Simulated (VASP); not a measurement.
# In (I4/mmm) in VASP: single point with PBE

Aim: the single point of In with PBE.

All numbers are computed with VASP 6.6.1; they aren't measurements. Logs are shortened: lines on timing, memory, paths and dates and some standing lists are left out, and cuts for length are marked.

## 1. The cell of the first run

It takes space group I4/mmm (No. 139, tetragonal). Conventional cell: a = 3.390 Å, b = 3.390 Å, c = 4.785 Å, α = 90.00°, β = 90.00°, γ = 90.00°. In (site symmetry 4/mmm) has 12 In at 3.39 Å within 4.5 Å.

## 2. Single point, PBE

Contents of POSCAR:

```
In
1.0
   -1.6950972355      1.6950972355      2.3922503915
    1.6950972355     -1.6950972355      2.3922503915
    1.6950972355      1.6950972355     -2.3922503915
In
1
Direct
    0.0000000000      0.0000000000      0.0000000000
```

Contents of INCAR.step1:

```
PREC     = Accurate       # precision mode
ENCUT    = 520            # plane-wave cutoff, eV
EDIFF    = 1E-7           # SCF threshold, eV
ISMEAR   = 0              # smearing method
SIGMA    = 0.1            # smearing width, eV
LREAL    = False          # projectors in reciprocal space
LASPH    = True           # aspherical terms in the spheres
NELM     = 100            # most SCF steps
ALGO     = Fast           # electronic algorithm
ISIF     = 2              # what is computed and relaxed
LWAVE    = False          # write WAVECAR
LCHARG   = True           # write CHGCAR
GGA      = PE             # functional
NBANDS   = 12             # bands
```

Contents of KPOINTS.step1:

```
regular mesh
0
Gamma
  18 18 18
```

Contents of INCAR.step2:

```
PREC     = Accurate       # precision mode
ENCUT    = 520            # plane-wave cutoff, eV
EDIFF    = 1E-7           # SCF threshold, eV
ISMEAR   = -5             # smearing method
SIGMA    = 0.1            # smearing width, eV
LREAL    = False          # projectors in reciprocal space
LASPH    = True           # aspherical terms in the spheres
NELM     = 100            # most SCF steps
ALGO     = Fast           # electronic algorithm
ISIF     = 2              # what is computed and relaxed
LWAVE    = False          # write WAVECAR
LCHARG   = False          # write CHGCAR
GGA      = PE             # functional
LORBIT   = 10             # projections on sites
NEDOS    = 2001           # points of the DOS
ICHARG   = 11             # starting density
```

Contents of KPOINTS.step2:

```
regular mesh
0
Gamma
  27 27 27
```

Potentials or basis: VASP PAW PBE potentials, release 64 (In_d).

Launch:

```console
$ cat potpaw_PBE.64/In_d/POTCAR > POTCAR
$ cp INCAR.step1 INCAR
$ cp KPOINTS.step1 KPOINTS
$ mpirun -np 1 vasp_std > vasp.out
$ cp INCAR.step2 INCAR
$ cp KPOINTS.step2 KPOINTS
$ mpirun -np 1 vasp_std > vasp.out
```

OUTCAR:

```text
PREC = Accurate
   ENCUT = 520
   EDIFF = 1E-7
   ISMEAR = -5
   LREAL = False
   LASPH = True
   NELM = 100
   ISIF = 2
   GGA = PE
   LORBIT = 10
   ICHARG = 11

 ion  position               nearest neighbor table
   1  0.000  0.000  0.000-

  LATTYP: Found a body centered tetragonal cell.
 ALAT       =     3.3901944710
 C/A-ratio  =     1.4112762037

  Lattice vectors:

 A1 = (  -1.6950972355,   1.6950972355,   2.3922503915)
 A2 = (   1.6950972355,  -1.6950972355,   2.3922503915)
 A3 = (   1.6950972355,   1.6950972355,  -2.3922503915)

Analysis of symmetry for initial positions (statically):
=====================================================================
 Subroutine PRICEL returns:
 Original cell was already a primitive cell.

 Routine SETGRP: Setting up the symmetry group for a
 body centered tetragonal supercell.

 Subroutine GETGRP returns: Found 16 space group operations
 (whereof 16 operations were pure point group operations)
 out of a pool of 16 trial point group operations.

The static configuration has the point symmetry D_4h.

Analysis of symmetry for dynamics (positions and initial velocities):
=====================================================================
 Subroutine PRICEL returns:
 Original cell was already a primitive cell.

 Routine SETGRP: Setting up the symmetry group for a
 body centered tetragonal supercell.

 Subroutine GETGRP returns: Found 16 space group operations
 (whereof 16 operations were pure point group operations)
 out of a pool of 16 trial point group operations.

The dynamic configuration has the point symmetry D_4h.

 Subroutine INISYM returns: Found 16 space group operations
 (whereof 16 operations are pure point group operations),
 and found     1 'primitive' translations

----------------------------------------------------------------------------------------

                                     Primitive cell

  volume of cell :      27.4951

  direct lattice vectors                    reciprocal lattice vectors
    -1.695097236  1.695097236  2.392250392     0.000000000  0.294968330  0.209008222
     1.695097236 -1.695097236  2.392250392     0.294968330  0.000000000  0.209008222
     1.695097236  1.695097236 -2.392250392     0.294968330  0.294968330  0.000000000

  length of vectors
     3.386675540  3.386675540  3.386675540     0.361511759  0.361511759  0.417148212

  position of ions in fractional coordinates (direct lattice)
     0.000000000  0.000000000  0.000000000

  ion indices of the primitive-cell ions
   primitive index   ion index
                 1           1

----------------------------------------------------------------------------------------

 KPOINTS: regular mesh

Automatic generation of k-mesh.
 Grid dimensions read from file:
 generate k-points for:   27   27   27

 Generating k-lattice:

  Cartesian coordinates                     Fractional coordinates (reciprocal lattice)
     0.000000000  0.010924753  0.007741045     0.037037037  0.000000000  0.000000000
     0.010924753  0.000000000  0.007741045     0.000000000  0.037037037  0.000000000
     0.010924753  0.010924753  0.000000000     0.000000000  0.000000000  0.037037037

  Length of vectors
     0.013389324  0.013389324  0.015449934

  Shift w.r.t. Gamma in fractional coordinates (k-lattice)
     0.000000000  0.000000000  0.000000000

 TETIRR: Found  24933 inequivalent tetrahedra from   118098

 Subroutine IBZKPT returns following result:
 ===========================================

 Found   1470 irreducible k-points:

 Following reciprocal coordinates:
            Coordinates               Weight
  0.000000  0.000000  0.000000      1.000000
  0.037037  0.000000 -0.000000      8.000000
  0.074074  0.000000 -0.000000      8.000000
  0.111111  0.000000  0.000000      8.000000
  0.148148  0.000000 -0.000000      8.000000
  0.185185  0.000000 -0.000000      8.000000
[... 16 lines left out ...]
  0.333333  0.037037  0.000000     16.000000
  0.370370  0.037037 -0.000000     16.000000
 [... further k-points ...]
   k-points           NKPTS =   1470   k-points in BZ     NKDIM =   1470   number of bands    NBANDS=     10
   number of dos      NEDOS =   2001   number of ions     NIONS =      1
   total plane-waves  NPLWV =  21952
   dimension x,y,z NGX =    28 NGY =   28 NGZ =   28
   dimension x,y,z NGXF=    56 NGYF=   56 NGZF=   56
   ions per type =               1
   NGX,Y,Z   is equivalent  to a cutoff of  13.74, 13.74, 13.74 a.u.
   NGXF,Y,Z  is equivalent  to a cutoff of  27.49, 27.49, 27.49 a.u.
 SYSTEM =  unknown system
   PREC   = accura    normal or accurate (medium, high low for compatibility)
   ISTART =      0    job   : 0-new  1-cont  2-samecut
   ICHARG =     11    charge: 1-file 2-atom 10-const
   ISPIN  =      1    spin polarized calculation?
   LNONCOLLINEAR =      F non collinear calculations
   LSORBIT =      F    spin-orbit coupling
   LASPH  =      T    aspherical Exc in radial PAW
   ENCUT  =  520.0 eV  38.22 Ry    6.18 a.u.   6.30  6.30  6.30*2*pi/ulx,y,z
   NELM   =    100;   NELMIN=  2; NELMDL=  0     # of ELM steps
   EDIFF  = 0.1E-06   stopping-criterion for ELM
   LREAL  =      F    real-space projection
   EDIFFG = 0.1E-05   stopping-criterion for IOM
   NSW    =      0    number of steps for IOM
   IBRION =     -1    ionic relax: 0-MD 1-quasi-New 2-CG
   NFREE  =      0    steps in history (QN), initial steepest desc. (CG)
   ISIF   =      2    stress and relaxation
   ISYM   =      2    0-nonsym 1-usesym 2-fastsym
   POTIM  = 0.5000    time-step for ionic-motion
   TEBEG  =    0.0;   TEEND  =   0.0 temperature during run
   PSTRESS=    0.0 pullay stress
   NELECT =      13.0000    total number of electrons
   NUPDOWN=      -1.0000    fix difference up-down
   EMIN   =  10.00;   EMAX   =-10.00  energy-range for DOS
   EFERMI =   0.00;   METHOD = LEGACY
   ISMEAR =    -5;   SIGMA  =   0.10  broadening in eV -4-tet -1-fermi 0-gaus
   EFERMI_NEDOS =   21; number of points for ismear=-14 and -15
   IALGO  =     68    algorithm
   IMIX   =      4    mixing-type and parameters
     AMIX     =   0.40;   BMIX     =  1.00
     AMIX_MAG =   1.60;   BMIX_MAG =  1.00
  volume/ion in A,a.u.               =      27.50       185.55
  Fermi-wavevector in a.u.,A,eV,Ry     =   1.275373  2.410106 22.130925  1.626577
  Thomas-Fermi vector in A             =   2.408089
   LORBIT       =     10    0 simple, 1 ext, 2 COOP (PROOUT), +10 PAW based schemes
   GGA     = PE    functional components
   LHFCALC =     F    Hartree Fock is set to
   AEXX    =    0.0000 exact exchange contribution
   IVDW    =     0    specifies the selected vdW correction
   LEPSILON=     F    determine dielectric tensor
   LRPA    =     F    only Hartree local field effects (RPA)
 non-spin polarized calculation
 RMM-DIIS sequential band-by-band and
 Fermi weights with tetrahedron method with Bloechl corrections
  energy-cutoff  :      520.00
  volume of cell :       27.50
 maximum number of plane-waves:       754
 NGX is ok and might be reduce to    28

 number of electron      12.9999997 magnetization

 Free energy of the ion-electron system (eV)
  ---------------------------------------------------
  ext. energy  EPLUGINS =         0.00000000
  ---------------------------------------------------
  free energy    TOTEN  =        -2.55954619 eV

  energy without entropy =       -2.55954619  energy(sigma->0) =       -2.55954619

 E-fermi :   6.9885     XC(G=0): -10.0196

 val. band max:        7.1218188640   @ k =  -0.3333   0.3333   0.2963
 cond. band min:       6.8206241988   @ k =  -0.3704   0.3704   0.3333
 fundamental gap:     -0.3011946652
 Fermi energy:         6.9884547954

 k-point     1 :       0.0000    0.0000    0.0000
  band No.  band energies     occupation
      1      -7.6165      2.00000
      2      -7.6165      2.00000
      3      -7.6142      2.00000
      4      -7.4674      2.00000
      5      -7.4648      2.00000
      6      -2.2364      2.00000
      7      17.0968      0.00000
      8      17.1018      0.00000
      9      17.1018      0.00000
     10      18.3833      0.00000

 k-point     2 :       0.0370    0.0000   -0.0000
  band No.  band energies     occupation
      1      -7.6163      2.00000
      2      -7.6143      2.00000
      3      -7.6125      2.00000
      4      -7.4677      2.00000
      5      -7.4651      2.00000
      6      -2.2076      2.00000
      7      16.6857      0.00000
      8      17.0436      0.00000
      9      17.0459      0.00000
     10      18.2641      0.00000

 k-point     3 :       0.0741    0.0000   -0.0000
  band No.  band energies     occupation
      1      -7.6169      2.00000
      2      -7.6082      2.00000
      3      -7.6066      2.00000
      4      -7.4682      2.00000
      5      -7.4658      2.00000
      6      -2.1210      2.00000
      7      15.6973      0.00000
      8      16.8946      0.00000
      9      16.8951      0.00000
     10      18.1521      0.00000

 k-point     4 :       0.1111    0.0000    0.0000
  band No.  band energies     occupation
      1      -7.6185      2.00000
      2      -7.5994      2.00000
      3      -7.5978      2.00000
      4      -7.4681      2.00000
      5      -7.4658      2.00000
      6      -1.9761      2.00000
      7      14.5103      0.00000
      8      16.6832      0.00000
      9      16.6874      0.00000
     10      18.0851      0.00000
[... 222 lines left out ...]
 k-point    22 :       0.2963    0.0370   -0.0000
  band No.  band energies     occupation
      1      -7.6431      2.00000
      2      -7.5856      2.00000
      3      -7.5828      2.00000
      4      -7.4112      2.00000
      5      -7.3891      2.00000
      6      -0.1698      2.00000
      7       8.2265     -0.00477
      8      14.7946      0.00000
      9      15.8887      0.00000
     10      17.9397      0.00000

 k-point    23 :       0.3333    0.0370    0.0000
  band No.  band energies     occupation
      1      -7.6492      2.00000
      2      -7.5918      2.00000
      3      -7.5887      2.00000
      4      -7.3886      2.00000
      5      -7.3698      2.00000
      6       0.3528      2.00000
      7       7.1736      0.48986
      8      14.6963      0.00000
      9      15.6547      0.00000
     10      17.8272      0.00000

 k-point    24 :       0.3704    0.0370   -0.0000
  band No.  band energies     occupation
      1      -7.6548      2.00000
      2      -7.5979      2.00000
      3      -7.5944      2.00000
      4      -7.3678      2.00000
      5      -7.3533      2.00000
      6       0.9312      2.00000
      7       6.1765      2.07130
      8      14.6397      0.00000
      9      15.4401      0.00000
     10      17.7076      0.00000

 [... further k-points ...]

------------------------ aborting loop because EDIFF is reached ----------------------------------------

  FORCE on cell =-STRESS in cart. coord.  units (eV):
  Direction    XX          YY          ZZ          XY          YZ          ZX
  --------------------------------------------------------------------------------------
  -------------------------------------------------------------------------------------
  Total        0.0349684      0.0349684      0.0378729      0.0000000      0.0000000      0.0000000
  in kB        2.0376544      2.0376544      2.2069027      0.0000000      0.0000000      0.0000000
  external PRESSURE =       2.0940705 kB  Pullay stress =       0.0000000 kB

 VOLUME and BASIS-vectors are now :
 -----------------------------------------------------------------------------
  energy-cutoff  :      520.00
  volume of cell :       27.50
      direct lattice vectors                 reciprocal lattice vectors
    -1.695097236  1.695097236  2.392250392     0.000000000  0.294968330  0.209008222
     1.695097236 -1.695097236  2.392250392     0.294968330  0.000000000  0.209008222
     1.695097236  1.695097236 -2.392250392     0.294968330  0.294968330  0.000000000

 POSITION                                       TOTAL-FORCE (eV/Angst)
 -----------------------------------------------------------------------------------
      0.00000      0.00000      0.00000         0.000000     -0.000000     -0.000000
 -----------------------------------------------------------------------------------
    total drift:                                0.000000     -0.000000     -0.000000

  FREE ENERGIE OF THE ION-ELECTRON SYSTEM (eV)
  ---------------------------------------------------
  free  energy   TOTEN  =        -2.5595461858 eV

  energy  without entropy=       -2.5595461858  energy(sigma->0) =       -2.55954619

 total charge

# of ion       s       p       d       tot
------------------------------------------
    1        1.007   0.462   9.846  11.315
```

Run time: 5.3 min. Hardware: 1 thread of Intel Xeon Platinum 8559C (Emerald Rapids), shared host; peak memory 0.53 GiB.

What came out:

```
Valence electrons inside the program's atomic spheres : In 11.31
```

Levels at points of the mesh, in eV from the Fermi level:
```csv
k point,band 4,band 5,band 6,band 7,band 8,band 9
"(0.00, 0.00, 0.00)",-14.46,-14.45,-9.22,10.11,10.11,10.11
```

Caveat: spin-orbit coupling is left out, which moves the levels of the heavy elements.
